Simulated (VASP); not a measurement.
# Nb (C2/m) in VASP: single point with PBEsol

Aim: the single point of Nb with PBEsol.

Program: VASP 6.6.1. These are calculated values, not measurements. Logs are shortened: lines on timing, memory, paths and dates and some standing lists are left out, and cuts for length are marked.

## Step 1: The cell of the first run

The typed cell holds 1 atom: a = 2.867 Å, b = 2.867 Å, c = 3.479 Å, α = 90.00°, β = 51.73°, γ = 120.00°.

## Step 2: Single point, PBEsol

File INCAR:

```
  ALGO = Fast
  EDIFF = 1E-6
  ENCUT = 520
  GGA = PS
  ISIF = 2
  ISMEAR = 0
  ISYM = 0
  LASPH = True
  LCHARG = False
  LREAL = False
  LWAVE = False
  NBANDS = 12
  NELM = 100
  PREC = Accurate
  SIGMA = 0.1
```

File KPOINTS:

```
k-points
0
Gamma
  12 12 14
```

File POSCAR:

```
Nb
1.0
    2.8367811340     -0.0173912615      0.4141341163
   -1.4334518412      2.4828114192      0.0000000000
    1.7731584465      1.0237335064      2.8122156399
Nb
1
Direct
    0.0000000000      0.0000000000      0.0000000000
```

Potentials or basis: VASP PAW PBE potentials, release 64 (Nb_sv).

Command:

```sh
$ cat potpaw_PBE.64/Nb_sv/POTCAR > POTCAR
$ mpirun -np 1 vasp_std > vasp.out
```

OUTCAR:

```text
EDIFF = 1E-6
   ENCUT = 520
   GGA = PS
   ISIF = 2
   ISMEAR = 0
   ISYM = 0
   LASPH = True
   LREAL = False
   NELM = 100
   PREC = Accurate

 ion  position               nearest neighbor table
   1  0.000  0.000  0.000-

IMPORTANT INFORMATION: All symmetrisations will be switched off!
NOSYMM: (Re-)initialisation of all symmetry stuff for point group C_1.

----------------------------------------------------------------------------------------

                                     Primitive cell

  volume of cell :      17.3059

  direct lattice vectors                    reciprocal lattice vectors
     2.836781134 -0.017391262  0.414134116     0.403456745  0.232935861 -0.339183442
    -1.433451841  2.482811419  0.000000000     0.027324188  0.418544840 -0.169591721
     1.773158447  1.023733506  2.812215640    -0.059414079 -0.034302735  0.405540535

  length of vectors
     2.866903682  2.866903682  3.478602877     0.576265449  0.452424299  0.411302609

  position of ions in fractional coordinates (direct lattice)
     0.000000000  0.000000000  0.000000000

  ion indices of the primitive-cell ions
   primitive index   ion index
                 1           1

----------------------------------------------------------------------------------------

 KPOINTS: k-points

Automatic generation of k-mesh.
 Grid dimensions read from file:
 generate k-points for:   12   12   14

 Generating k-lattice:

  Cartesian coordinates                     Fractional coordinates (reciprocal lattice)
     0.033621395  0.019411322 -0.028265287     0.083333333  0.000000000 -0.000000000
     0.002277016  0.034878737 -0.014132643     0.000000000  0.083333333  0.000000000
    -0.004243863 -0.002450195  0.028967181     0.000000000 -0.000000000  0.071428571

  Length of vectors
     0.048022121  0.037702025  0.029378758

  Shift w.r.t. Gamma in fractional coordinates (k-lattice)
     0.000000000  0.000000000  0.000000000

 Subroutine IBZKPT returns following result:
 ===========================================

 Found   1012 irreducible k-points:

 Following reciprocal coordinates:
            Coordinates               Weight
  0.000000  0.000000  0.000000      1.000000
  0.083333 -0.000000 -0.000000      2.000000
  0.166667 -0.000000  0.000000      2.000000
  0.250000 -0.000000 -0.000000      2.000000
  0.333333 -0.000000  0.000000      2.000000
  0.416667 -0.000000 -0.000000      2.000000
[... 16 lines left out ...]
 -0.250000  0.166667  0.000000      2.000000
  0.166667  0.166667  0.000000      2.000000
 [... further k-points ...]
   k-points           NKPTS =   1012   k-points in BZ     NKDIM =   1012   number of bands    NBANDS=     12
   number of dos      NEDOS =    301   number of ions     NIONS =      1
   total plane-waves  NPLWV =  16128
   dimension x,y,z NGX =    24 NGY =   24 NGZ =   28
   dimension x,y,z NGXF=    48 NGYF=   48 NGZF=   56
   ions per type =               1
   NGX,Y,Z   is equivalent  to a cutoff of  13.92, 13.92, 13.38 a.u.
   NGXF,Y,Z  is equivalent  to a cutoff of  27.83, 27.83, 26.76 a.u.
 SYSTEM =  unknown system
   PREC   = accura    normal or accurate (medium, high low for compatibility)
   ISTART =      0    job   : 0-new  1-cont  2-samecut
   ICHARG =      2    charge: 1-file 2-atom 10-const
   ISPIN  =      1    spin polarized calculation?
   LNONCOLLINEAR =      F non collinear calculations
   LSORBIT =      F    spin-orbit coupling
   LASPH  =      T    aspherical Exc in radial PAW
   ENCUT  =  520.0 eV  38.22 Ry    6.18 a.u.   5.33  5.33  6.47*2*pi/ulx,y,z
   NELM   =    100;   NELMIN=  2; NELMDL= -5     # of ELM steps
   EDIFF  = 0.1E-05   stopping-criterion for ELM
   LREAL  =      F    real-space projection
   EDIFFG = 0.1E-04   stopping-criterion for IOM
   NSW    =      0    number of steps for IOM
   IBRION =     -1    ionic relax: 0-MD 1-quasi-New 2-CG
   NFREE  =      0    steps in history (QN), initial steepest desc. (CG)
   ISIF   =      2    stress and relaxation
   ISYM   =      0    0-nonsym 1-usesym 2-fastsym
   POTIM  = 0.5000    time-step for ionic-motion
   TEBEG  =    0.0;   TEEND  =   0.0 temperature during run
   PSTRESS=    0.0 pullay stress
   NELECT =      13.0000    total number of electrons
   NUPDOWN=      -1.0000    fix difference up-down
   EMIN   =  10.00;   EMAX   =-10.00  energy-range for DOS
   EFERMI =   0.00;   METHOD = LEGACY
   ISMEAR =     0;   SIGMA  =   0.10  broadening in eV -4-tet -1-fermi 0-gaus
   EFERMI_NEDOS =   21; number of points for ismear=-14 and -15
   IALGO  =     68    algorithm
   IMIX   =      4    mixing-type and parameters
     AMIX     =   0.40;   BMIX     =  1.00
     AMIX_MAG =   1.60;   BMIX_MAG =  1.00
  volume/ion in A,a.u.               =      17.31       116.79
  Fermi-wavevector in a.u.,A,eV,Ry     =   1.488187  2.812266 30.132828  2.214700
  Thomas-Fermi vector in A             =   2.601253
   LORBIT       =      0    0 simple, 1 ext, 2 COOP (PROOUT), +10 PAW based schemes
   GGA     = PS    functional components
   LHFCALC =     F    Hartree Fock is set to
   AEXX    =    0.0000 exact exchange contribution
   IVDW    =     0    specifies the selected vdW correction
   LEPSILON=     F    determine dielectric tensor
   LRPA    =     F    only Hartree local field effects (RPA)
 non-spin polarized calculation
 RMM-DIIS sequential band-by-band and
 Gauss-broadening in eV      SIGMA  =   0.10
  energy-cutoff  :      520.00
  volume of cell :       17.31
 maximum number of plane-waves:       481
 NGX is ok and might be reduce to    24
   NGX = 11   NGY = 11   NGZ = 13

 number of electron      13.0000000 magnetization

 Free energy of the ion-electron system (eV)
  ---------------------------------------------------
  ext. energy  EPLUGINS =         0.00000000
  ---------------------------------------------------
  free energy    TOTEN  =       -10.80253843 eV

  energy without entropy =      -10.79612141  energy(sigma->0) =      -10.79932992

 E-fermi :  11.8453     XC(G=0): -12.8317

 val. band max:       11.8450841942   @ k =  -0.0000   0.3333   0.0714
 cond. band min:      11.8460642897   @ k =   0.1667   0.3333  -0.3571
 fundamental gap:      0.0009800955
 Fermi energy:        11.8453120314

 k-point     1 :       0.0000    0.0000    0.0000
  band No.  band energies     occupation
      1     -42.6525      2.00000
      2     -17.9575      2.00000
      3     -17.8702      2.00000
      4     -17.7392      2.00000
      5       5.5852      2.00000
      6      10.5796      2.00000
      7      12.9717      0.00000
      8      13.0441      0.00000
      9      13.2846      0.00000
     10      16.2299      0.00000
     11      24.9901      0.00000
     12      25.2493      0.00000

 k-point     2 :       0.0833   -0.0000   -0.0000
  band No.  band energies     occupation
      1     -42.6206      2.00000
      2     -18.0600      2.00000
      3     -17.9736      2.00000
      4     -17.7827      2.00000
      5       6.1049      2.00000
      6      10.7220      2.00000
      7      12.6220      0.00000
      8      13.1020      0.00000
      9      13.4182      0.00000
     10      15.9900      0.00000
     11      25.7080      0.00000
     12      26.0155      0.00000

 k-point     3 :       0.1667   -0.0000    0.0000
  band No.  band energies     occupation
      1     -42.5343      2.00000
      2     -18.3445      2.00000
      3     -18.2098      2.00000
      4     -17.9024      2.00000
      5       7.4311      2.00000
      6      11.2039      2.00000
      7      11.4891      2.00000
      8      13.4138      0.00000
      9      13.9809      0.00000
     10      15.5608      0.00000
     11      27.3952      0.00000
     12      27.7260      0.00000

 k-point     4 :       0.2500   -0.0000   -0.0000
  band No.  band energies     occupation
      1     -42.4191      2.00000
      2     -18.6712      2.00000
      3     -18.5055      2.00000
      4     -18.0675      2.00000
      5       8.7208      2.00000
      6      10.0807      2.00000
      7      12.2144      0.00000
      8      14.0624      0.00000
      9      14.9283      0.00000
     10      15.2808      0.00000
     11      26.9842      0.00000
     12      28.1579      0.00000

 k-point     5 :       0.3333   -0.0000    0.0000
  band No.  band energies     occupation
      1     -42.3073      2.00000
      2     -18.9197      2.00000
      3     -18.7858      2.00000
      4     -18.2341      2.00000
      5       8.7367      2.00000
      6       8.8452      2.00000
      7      13.7765      0.00000
      8      15.1723      0.00000
      9      16.0547      0.00000
     10      16.3186      0.00000
     11      25.4865      0.00000
     12      28.1675      0.00000

 k-point     6 :       0.4167   -0.0000   -0.0000
  band No.  band energies     occupation
      1     -42.2279      2.00000
      2     -19.0711      2.00000
      3     -18.9658      2.00000
      4     -18.3569      2.00000
      5       7.8350      2.00000
      6       8.1436      2.00000
      7      15.9114      0.00000
      8      16.5587      0.00000
      9      17.0609      0.00000
     10      18.3923      0.00000
     11      22.0719      0.00000
     12      25.7709      0.00000

 k-point     7 :       0.5000   -0.0000   -0.0000
  band No.  band energies     occupation
      1     -42.1993      2.00000
      2     -19.1297      2.00000
      3     -19.0169      2.00000
      4     -18.4020      2.00000
      5       7.4151      2.00000
      6       7.8992      2.00000
      7      17.2641      0.00000
      8      17.5937      0.00000
      9      18.0041      0.00000
     10      19.4150      0.00000
     11      19.6475      0.00000
     12      24.3307      0.00000

 k-point     8 :      -0.0000    0.0833   -0.0000
  band No.  band energies     occupation
      1     -42.6304      2.00000
      2     -18.0012      2.00000
      3     -17.9231      2.00000
      4     -17.8103      2.00000
      5       5.9116      2.00000
      6      10.6799      2.00000
      7      12.7685      0.00000
      8      13.0707      0.00000
      9      13.2885      0.00000
     10      15.9667      0.00000
     11      25.6428      0.00000
     12      25.8970      0.00000
[... 166 lines left out ...]
 k-point    20 :      -0.0000    0.1667    0.0000
  band No.  band energies     occupation
      1     -42.5694      2.00000
      2     -18.2518      2.00000
      3     -18.0424      2.00000
      4     -17.8888      2.00000
      5       6.7747      2.00000
      6      10.6767      2.00000
      7      12.1770      0.00000
      8      13.1730      0.00000
      9      13.8794      0.00000
     10      15.4948      0.00000
     11      26.8782      0.00000
     12      27.5394      0.00000

 k-point    21 :      -0.1667    0.1667    0.0000
  band No.  band energies     occupation
      1     -42.5694      2.00000
      2     -18.2518      2.00000
      3     -18.0424      2.00000
      4     -17.8888      2.00000
      5       6.7747      2.00000
      6      10.6767      2.00000
      7      12.1770      0.00000
      8      13.1730      0.00000
      9      13.8794      0.00000
     10      15.4948      0.00000
     11      26.8780      0.00000
     12      27.5388      0.00000

 k-point    22 :       0.0833    0.1667    0.0000
  band No.  band energies     occupation
      1     -42.4933      2.00000
      2     -18.5698      2.00000
      3     -18.2260      2.00000
      4     -17.9392      2.00000
      5       7.8338      2.00000
      6      10.5856      2.00000
      7      11.4401      2.00000
      8      14.1433      0.00000
      9      14.5057      0.00000
     10      15.4326      0.00000
     11      26.1641      0.00000
     12      28.8275      0.00000

 k-point    23 :      -0.2500    0.1667    0.0000
  band No.  band energies     occupation
      1     -42.4933      2.00000
      2     -18.5698      2.00000
      3     -18.2260      2.00000
      4     -17.9392      2.00000
      5       7.8338      2.00000
      6      10.5856      2.00000
      7      11.4401      2.00000
      8      14.1433      0.00000
      9      14.5057      0.00000
     10      15.4326      0.00000
     11      26.1637      0.00000
     12      28.8498      0.00000

 k-point    24 :       0.1667    0.1667    0.0000
  band No.  band energies     occupation
      1     -42.3926      2.00000
      2     -18.8470      2.00000
      3     -18.4772      2.00000
      4     -18.0932      2.00000
      5       8.8094      2.00000
      6      10.5464      2.00000
      7      11.0803      2.00000
      8      14.0546      0.00000
      9      15.9210      0.00000
     10      16.0595      0.00000
     11      25.8668      0.00000
     12      28.5470      0.00000

 [... further k-points ...]
[... 5 lines left out ...]
  --------------------------------------------------------------------------------------
  -------------------------------------------------------------------------------------
  Total        0.3263601      1.4921594     -0.0377362     -1.0096105     -0.0187546     -0.0324838
  in kB       30.2142768    138.1434886     -3.4936025    -93.4693198     -1.7362941     -3.0073325
  external PRESSURE =      54.9547210 kB  Pullay stress =       0.0000000 kB

 VOLUME and BASIS-vectors are now :
 -----------------------------------------------------------------------------
  energy-cutoff  :      520.00
  volume of cell :       17.31
      direct lattice vectors                 reciprocal lattice vectors
     2.836781134 -0.017391262  0.414134116     0.403456745  0.232935861 -0.339183442
    -1.433451841  2.482811419  0.000000000     0.027324188  0.418544840 -0.169591721
     1.773158447  1.023733506  2.812215640    -0.059414079 -0.034302735  0.405540535

 POSITION                                       TOTAL-FORCE (eV/Angst)
 -----------------------------------------------------------------------------------
      0.00000      0.00000      0.00000         0.000014     -0.000003      0.000007
 -----------------------------------------------------------------------------------
    total drift:                                0.000014     -0.000003      0.000007

  FREE ENERGIE OF THE ION-ELECTRON SYSTEM (eV)
  ---------------------------------------------------
  free  energy   TOTEN  =       -10.8025384308 eV

  energy  without entropy=      -10.7961214067  energy(sigma->0) =      -10.79932992
```

Wall time 3.4 min (1 thread of Intel Xeon Platinum 8488C (Sapphire Rapids), shared host); peak memory 0.32 GiB.

Results:

| Item | Value |
| --- | --- |
| Free energy | -10.8025 eV |
| Pressure | 5.5 GPa |
| Band gap on the k mesh | zero (an odd number of electrons rules out a gap without spin polarisation) |

Stress tensor (GPa, compression positive):
```
 3.02 -9.35 -0.30
-9.35 13.81 -0.17
-0.30 -0.17 -0.35
```

Caveat: the cell stands under pressure; the PAW data sets were made with another functional, which shifts forces and pressure a little.
